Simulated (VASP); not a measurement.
# BeGe3 (Pm-3m) in VASP: a series of runs, part 2 of 2

VASP 6.6.1. Earlier steps stand in the parts before.

## (3) Single point, PBE

This run uses another cell than the first one, of 14.86 Å³/atom.

File INCAR:

```
ALGO = Normal
EDIFF = 1E-7
ENCUT = 520
GGA = PE
ISIF = 2
ISMEAR = 0
LASPH = True
LCHARG = False
LREAL = False
LWAVE = False
NBANDS = 30
NELM = 60
PREC = Accurate
SIGMA = 0.1
```

File KPOINTS:

```
k-points
0
Gamma
  6 6 6
```

File POSCAR:

```
BeGe3
1.0
    3.9024335175      0.0000000000      0.0000000000
    0.0000000000      3.9024335175      0.0000000000
    0.0000000000      0.0000000000      3.9024335175
Be Ge
1 3
Direct
    0.0000000000      0.0000000000      0.0000000000
    0.0000000000      0.5000000000      0.5000000000
    0.5000000000      0.0000000000      0.5000000000
    0.5000000000      0.5000000000      0.0000000000
```

Potentials or basis: VASP PAW PBE potentials, release 64 (Be, Ge_d).

Command:

```sh
$ cat potpaw_PBE.64/Be/POTCAR potpaw_PBE.64/Ge_d/POTCAR > POTCAR
$ mpirun -np 1 vasp_std > vasp.out
```

OUTCAR:

```text
EDIFF = 1E-7
   ENCUT = 520
   GGA = PE
   ISIF = 2
   ISMEAR = 0
   LASPH = True
   LREAL = False
   NELM = 60
   PREC = Accurate

 ion  position               nearest neighbor table
   1  0.000  0.000  0.000-
   2  0.000  0.500  0.500-   3 2.76   4 2.76   4 2.76   3 2.76   3 2.76   4 2.76   4 2.76   3 2.76

   3  0.500  0.000  0.500-   2 2.76   4 2.76   4 2.76   2 2.76   4 2.76   4 2.76   2 2.76   2 2.76

   4  0.500  0.500  0.000-   2 2.76   3 2.76   2 2.76   3 2.76   3 2.76   3 2.76   2 2.76   2 2.76

  LATTYP: Found a simple cubic cell.
 ALAT       =     3.9024335175

  Lattice vectors:

 A1 = (   3.9024335175,   0.0000000000,   0.0000000000)
 A2 = (   0.0000000000,   3.9024335175,   0.0000000000)
 A3 = (   0.0000000000,   0.0000000000,   3.9024335175)

Analysis of symmetry for initial positions (statically):
=====================================================================
 Subroutine PRICEL returns:
 Original cell was already a primitive cell.

 Routine SETGRP: Setting up the symmetry group for a
 simple cubic supercell.

 Subroutine GETGRP returns: Found 48 space group operations
 (whereof 48 operations were pure point group operations)
 out of a pool of 48 trial point group operations.

The static configuration has the point symmetry O_h .

Analysis of symmetry for dynamics (positions and initial velocities):
=====================================================================
 Subroutine PRICEL returns:
 Original cell was already a primitive cell.

 Routine SETGRP: Setting up the symmetry group for a
 simple cubic supercell.

 Subroutine GETGRP returns: Found 48 space group operations
 (whereof 48 operations were pure point group operations)
 out of a pool of 48 trial point group operations.

The dynamic configuration has the point symmetry O_h .

[... 113 lines left out ...]
   EFERMI_NEDOS =   21; number of points for ismear=-14 and -15
   IALGO  =     38    algorithm
   IMIX   =      4    mixing-type and parameters
     AMIX     =   0.40;   BMIX     =  1.00
     AMIX_MAG =   1.60;   BMIX_MAG =  1.00
  volume/ion in A,a.u.               =      14.86       100.26
  Fermi-wavevector in a.u.,A,eV,Ry     =   1.481006  2.798696 29.842738  2.193379
  Thomas-Fermi vector in A             =   2.594970
   LORBIT       =      0    0 simple, 1 ext, 2 COOP (PROOUT), +10 PAW based schemes
   GGA     = PE    functional components
   LHFCALC =     F    Hartree Fock is set to
   AEXX    =    0.0000 exact exchange contribution
   IVDW    =     0    specifies the selected vdW correction
   LEPSILON=     F    determine dielectric tensor
   LRPA    =     F    only Hartree local field effects (RPA)
 non-spin polarized calculation
 Gauss-broadening in eV      SIGMA  =   0.10
  energy-cutoff  :      520.00
  volume of cell :       59.43
 maximum number of plane-waves:      1628
 NGX is ok and might be reduce to    30
   NGX = 15   NGY = 15   NGZ = 15

 number of electron      44.0000074 magnetization

 Free energy of the ion-electron system (eV)
  ---------------------------------------------------
  ext. energy  EPLUGINS =         0.00000000
  ---------------------------------------------------
  free energy    TOTEN  =       -14.84817616 eV

  energy without entropy =      -14.83430252  energy(sigma->0) =      -14.84123934

 E-fermi :   8.1854     XC(G=0): -11.6293

 val. band max:        8.1226869173   @ k =   0.3333   0.1667   0.0000
 cond. band min:       8.2177236270   @ k =   0.3333   0.1667   0.1667
 fundamental gap:      0.0950367097
 Fermi energy:         8.1854055941

 k-point     1 :       0.0000    0.0000    0.0000
  band No.  band energies     occupation
      1     -16.9625      2.00000
      2     -16.9625      2.00000
      3     -16.9625      2.00000
      4     -16.9568      2.00000
      5     -16.8524      2.00000
      6     -16.8524      2.00000
[... 649 lines left out ...]
     29      17.4230      0.00000
     30      17.4230      0.00000

------------------------ aborting loop because EDIFF is reached ----------------------------------------

  FORCE on cell =-STRESS in cart. coord.  units (eV):
  Direction    XX          YY          ZZ          XY          YZ          ZX
  --------------------------------------------------------------------------------------
  -------------------------------------------------------------------------------------
  Total        4.6500128      4.6500128      4.6500128     -0.0000000     -0.0000000     -0.0000000
  in kB      125.3597722    125.3597722    125.3597722     -0.0000000     -0.0000000     -0.0000000
  external PRESSURE =     125.3597722 kB  Pullay stress =       0.0000000 kB

 VOLUME and BASIS-vectors are now :
 -----------------------------------------------------------------------------
  energy-cutoff  :      520.00
  volume of cell :       59.43
      direct lattice vectors                 reciprocal lattice vectors
     3.902433518  0.000000000  0.000000000     0.256250362  0.000000000  0.000000000
     0.000000000  3.902433518  0.000000000     0.000000000  0.256250362  0.000000000
     0.000000000  0.000000000  3.902433518     0.000000000  0.000000000  0.256250362

 POSITION                                       TOTAL-FORCE (eV/Angst)
 -----------------------------------------------------------------------------------
      0.00000      0.00000      0.00000         0.000000      0.000000      0.000000
      0.00000      1.95122      1.95122         0.000000      0.000000      0.000000
      1.95122      0.00000      1.95122         0.000000      0.000000      0.000000
      1.95122      1.95122      0.00000         0.000000      0.000000      0.000000
 -----------------------------------------------------------------------------------
    total drift:                                0.000000      0.000000     -0.000000

  FREE ENERGIE OF THE ION-ELECTRON SYSTEM (eV)
  ---------------------------------------------------
  free  energy   TOTEN  =       -14.8481761596 eV

  energy  without entropy=      -14.8343025220  energy(sigma->0) =      -14.84123934
```

OSZICAR:

```text
N       E                     dE             d eps       ncg     rms          rms(c)
DAV:   1     0.357281432897E+03    0.35728E+03   -0.21617E+04  1434   0.415E+03
DAV:   2     0.453815980941E+02   -0.31190E+03   -0.30278E+03  1200   0.787E+02
DAV:   3    -0.122439623176E+02   -0.57626E+02   -0.56584E+02  1362   0.186E+02
DAV:   4    -0.148809307055E+02   -0.26370E+01   -0.26259E+01  1384   0.459E+01
DAV:   5    -0.149273632825E+02   -0.46433E-01   -0.46419E-01  1378   0.695E+00    0.287E+00
DAV:   6    -0.148722525129E+02    0.55111E-01   -0.62633E-02  1650   0.295E+00    0.160E+00
DAV:   7    -0.148498415359E+02    0.22411E-01   -0.22163E-02  1608   0.144E+00    0.282E-01
DAV:   8    -0.148481692682E+02    0.16723E-02   -0.27099E-03  1508   0.666E-01    0.501E-02
DAV:   9    -0.148481743629E+02   -0.50946E-05   -0.11724E-04  1504   0.881E-02    0.273E-02
DAV:  10    -0.148481762579E+02   -0.18950E-05   -0.87086E-06  1460   0.321E-02    0.349E-03
DAV:  11    -0.148481764302E+02   -0.17231E-06   -0.44333E-07  1344   0.634E-03    0.138E-03
DAV:  12    -0.148481761666E+02    0.26360E-06   -0.68300E-08   856   0.300E-03    0.267E-04
DAV:  13    -0.148481761596E+02    0.70140E-08   -0.21684E-08   816   0.230E-03
   1 F= -.14848176E+02 E0= -.14841239E+02  d E =-.138736E-01
```

stdout:

```text
POSCAR found type information on POSCAR BeGe
 POSCAR found :  2 types and       4 ions
 scaLAPACK will be used
 LDA part: xc-table for (Slater+PW92), standard interpolation
 POSCAR, INCAR and KPOINTS ok, starting setup
 FFT: planning ... GRIDC
 FFT: planning ... GRID_SOFT
 FFT: planning ... GRID
 WAVECAR not read
 entering main loop
```

Wall time 42 s (1 thread of AMD EPYC 7R13, shared host); peak memory 0.15 GiB.

What came out:

```yaml
Free_energy: -14.8482 eV
Pressure: 12.5 GPa
Band_gap_on_the_k_mesh: zero (bands 22 and 23 overlap by 3.36 eV)
```

Caveat: the cell stands under pressure.

## (4) Relaxation of cell and atoms, PBE

This run uses another cell than the first one, of 14.86 Å³/atom.

File INCAR:

```
SYSTEM = BeGe3
PREC = Accurate ; ENCUT = 600
EDIFF = 1E-6 ; ISMEAR = 0
SIGMA = 0.1 ; LREAL = .FALSE.
LASPH = .TRUE. ; NELM = 60
ALGO = Normal ; ISIF = 3
LWAVE = .FALSE. ; LCHARG = .FALSE.
GGA = PE ; IBRION = 2
NSW = 90 ; EDIFFG = -0.04
```

File KPOINTS:

```
regular mesh
0
G
  4 4 4
  0 0 0
```

POSCAR is that of step 3.

Potentials or basis: VASP PAW PBE potentials, release 64 (Be, Ge_d).

Command:

```sh
$ cat potpaw_PBE.64/Be/POTCAR potpaw_PBE.64/Ge_d/POTCAR > POTCAR
$ mpirun -np 1 vasp_std > vasp.out
```

OUTCAR:

```text
SYSTEM = BeGe3
   PREC = Accurate
   ENCUT = 600
   EDIFF = 1E-6
   ISMEAR = 0
   LREAL = .FALSE.
   LASPH = .TRUE.
   NELM = 60
   ISIF = 3
   GGA = PE
   IBRION = 2
   NSW = 90
   EDIFFG = -0.04

 ion  position               nearest neighbor table
   1  0.000  0.000  0.000-
   2  0.000  0.500  0.500-   3 2.76   4 2.76   4 2.76   3 2.76   3 2.76   4 2.76   4 2.76   3 2.76

   3  0.500  0.000  0.500-   2 2.76   4 2.76   4 2.76   2 2.76   4 2.76   4 2.76   2 2.76   2 2.76

   4  0.500  0.500  0.000-   2 2.76   3 2.76   2 2.76   3 2.76   3 2.76   3 2.76   2 2.76   2 2.76

  LATTYP: Found a simple cubic cell.
 ALAT       =     3.9024335175

  Lattice vectors:

 A1 = (   3.9024335175,   0.0000000000,   0.0000000000)
 A2 = (   0.0000000000,   3.9024335175,   0.0000000000)
 A3 = (   0.0000000000,   0.0000000000,   3.9024335175)

Analysis of symmetry for initial positions (statically):
=====================================================================
 Subroutine PRICEL returns:
 Original cell was already a primitive cell.

 Routine SETGRP: Setting up the symmetry group for a
 simple cubic supercell.

 Subroutine GETGRP returns: Found 48 space group operations
 (whereof 48 operations were pure point group operations)
[... 143 lines left out ...]
   NGX = 15   NGY = 15   NGZ = 15

--------------------------------------- Ionic step        1  -------------------------------------------

 number of electron      44.0000056 magnetization

 Free energy of the ion-electron system (eV)
  ---------------------------------------------------
  ext. energy  EPLUGINS =         0.00000000
  ---------------------------------------------------
  free energy    TOTEN  =       -15.15338953 eV

  energy without entropy =      -15.13961151  energy(sigma->0) =      -15.14650052

------------------------ aborting loop because EDIFF is reached ----------------------------------------

  FORCE on cell =-STRESS in cart. coord.  units (eV):
  Direction    XX          YY          ZZ          XY          YZ          ZX
  --------------------------------------------------------------------------------------
  -------------------------------------------------------------------------------------
  Total        3.8321697      3.8321697      3.8321697      0.0000000      0.0000000      0.0000000
  in kB      103.3115268    103.3115268    103.3115268      0.0000000      0.0000000      0.0000000
  external PRESSURE =     103.3115268 kB  Pullay stress =       0.0000000 kB
[... 63 lines left out ...]
--------------------------------------- Ionic step        3  -------------------------------------------

 number of electron      43.9999975 magnetization

 Free energy of the ion-electron system (eV)
  ---------------------------------------------------
  ext. energy  EPLUGINS =         0.00000000
  ---------------------------------------------------
  free energy    TOTEN  =       -15.37784876 eV

  energy without entropy =      -15.37082133  energy(sigma->0) =      -15.37433505

 E-fermi :   6.7365     XC(G=0): -11.0660

 val. band max:        6.6032315781   @ k =   0.5000   0.2500   0.0000
 cond. band min:       6.7497829430   @ k =   0.5000   0.0000   0.0000
 fundamental gap:      0.1465513649
 Fermi energy:         6.7364630234

 k-point     1 :       0.0000    0.0000    0.0000
  band No.  band energies     occupation
      1     -18.1774      2.00000
      2     -18.1774      2.00000
      3     -18.1774      2.00000
      4     -18.1646      2.00000
      5     -18.1062      2.00000
      6     -18.1062      2.00000
[... 310 lines left out ...]
  FREE ENERGIE OF THE ION-ELECTRON SYSTEM (eV)
  ---------------------------------------------------
  free  energy   TOTEN  =       -15.3778487593 eV

  energy  without entropy=      -15.3708213328  energy(sigma->0) =      -15.37433505

 reached required accuracy - stopping structural energy minimisation
```

OSZICAR:

```text
N       E                     dE             d eps       ncg     rms          rms(c)
DAV:   1     0.320295541546E+03    0.32030E+03   -0.25215E+04   586   0.520E+03
DAV:   2     0.329048038735E+02   -0.28739E+03   -0.28215E+03   528   0.706E+02
DAV:   3    -0.132122385656E+02   -0.46117E+02   -0.45457E+02   566   0.194E+02
[... 25 lines left out ...]
DAV:   4    -0.153778985464E+02    0.21417E-02   -0.32161E-03   672   0.913E-01    0.841E-02
DAV:   5    -0.153778460572E+02    0.52489E-04   -0.11737E-04   582   0.108E-01    0.328E-02
DAV:   6    -0.153778469780E+02   -0.92083E-06   -0.19952E-05   622   0.765E-02    0.171E-02
DAV:   7    -0.153778491757E+02   -0.21978E-05   -0.25605E-06   430   0.218E-02    0.267E-03
DAV:   8    -0.153778487593E+02    0.41641E-06   -0.35091E-07   292   0.914E-03
   3 F= -.15377849E+02 E0= -.15374335E+02  d E =-.224459E+00
```

CONTCAR:

```text
BeGe3
   1.00000000000000
     4.0601698146829861    0.0000000000000000    0.0000000000000000
     0.0000000000000000    4.0601698146829861    0.0000000000000000
    -0.0000000000000000    0.0000000000000000    4.0601698146829861
  Be              Ge
     1     3
Direct
     0.0000000000000000    0.0000000000000000    0.0000000000000000
     0.0000000000000000    0.5000000000000000    0.5000000000000000
     0.5000000000000000    0.0000000000000000    0.5000000000000000
     0.5000000000000000    0.5000000000000000    0.0000000000000000

  0.00000000E+00  0.00000000E+00  0.00000000E+00
  0.00000000E+00  0.00000000E+00  0.00000000E+00
  0.00000000E+00  0.00000000E+00  0.00000000E+00
  0.00000000E+00  0.00000000E+00  0.00000000E+00
```

Run time: 64 s. Hardware: 1 thread of AMD EPYC 7R13, shared host; peak memory 0.15 GiB.

What came out:

| Quantity | Value |
| --- | --- |
| Free energy | -15.3778 eV |
| Relaxed volume | 16.73 Å³/atom |
| Relaxed cell | a = 4.060 Å, b = 4.060 Å, c = 4.060 Å, α = 90.00°, β = 90.00°, γ = 90.00° |
| Space group after relaxing (to 0.1 Å) | Pm-3m (No. 221) |
| Energy gained by relaxing | 56.1 meV/atom |
| Ionic steps | 3 |
| Pressure after relaxing | 0.1 GPa |
| Band gap on the k mesh | zero (bands 22 and 23 overlap by 3.43 eV) |

The path:
| step | energy change (eV) | largest force (eV/Å) | pressure (GPa) | volume (Å³) |
| --- | --- | --- | --- | --- |
| 1 | 0.0000 | 0.0000 | 10.33 | 59.43 |
| 2 | -0.2211 | 0.0000 | -1.16 | 68.06 |
| 3 | -0.2245 | 0.0000 | 0.10 | 66.93 |

Final structure:
```xyz
4
Lattice="4.0602 0.0000 0.0000 0.0000 4.0602 0.0000 0.0000 0.0000 4.0602" Properties=species:S:1:pos:R:3 pbc="T T T"
Be    0.0000    0.0000    0.0000
Ge    0.0000    2.0301    2.0301
Ge    2.0301    0.0000    2.0301
Ge    2.0301    2.0301    0.0000
```

Levels at points of the mesh, in eV from the Fermi level:
| k point | band 18 | band 19 | band 20 | band 21 | band 22 | band 23 | band 24 | band 25 | band 26 |
| --- | --- | --- | --- | --- | --- | --- | --- | --- | --- |
| (0.00, 0.00, 0.00) | -5.18 | -4.10 | -4.10 | -4.10 | -0.79 | 3.30 | 3.30 | 3.30 | 3.81 |
| (0.50, 0.00, 0.00) | -4.48 | -2.18 | -2.18 | -1.24 | -1.24 | -0.84 | 0.01 | 0.18 | 5.40 |
| (0.50, 0.50, 0.00) | -9.17 | -6.17 | -0.40 | 0.03 | 0.36 | 0.36 | 0.40 | 0.40 | 1.74 |
| (0.50, 0.50, 0.50) | -7.94 | -6.23 | -5.22 | -5.22 | -5.22 | -2.34 | 7.86 | 7.86 | 8.20 |

Caveat: the k points lie up to 0.39 Å⁻¹ apart in the final cell, too coarse for converged energies and pressures of a metal.

## (5) Summary

| task | cell | k mesh | cutoff (eV) | gap on the mesh (eV) | pressure (GPa) |
| --- | --- | --- | --- | --- | --- |
| single point | a = 4.063 Å, 4 atoms | 4 × 4 × 4 | 520 | none | -0.1 |
| single point | a = 3.902 Å, 4 atoms | 6 × 6 × 6 | 520 | none | 12.5 |
| relaxation of cell and atoms | relaxed from a = 3.902 Å, 4 atoms | 4 × 4 × 4 | 600 | none | 0.1 |

Alike in all rows: level PBE; potentials or basis VASP PAW PBE potentials, release 64 (Be, Ge_d); no spin polarisation; smearing gaussian 0.1 eV.

Caveats: some runs use coarse meshes; the cell stands under pressure (at least some runs).

Total energies depend on the potentials used, so only differences within one code and one set of settings carry meaning.
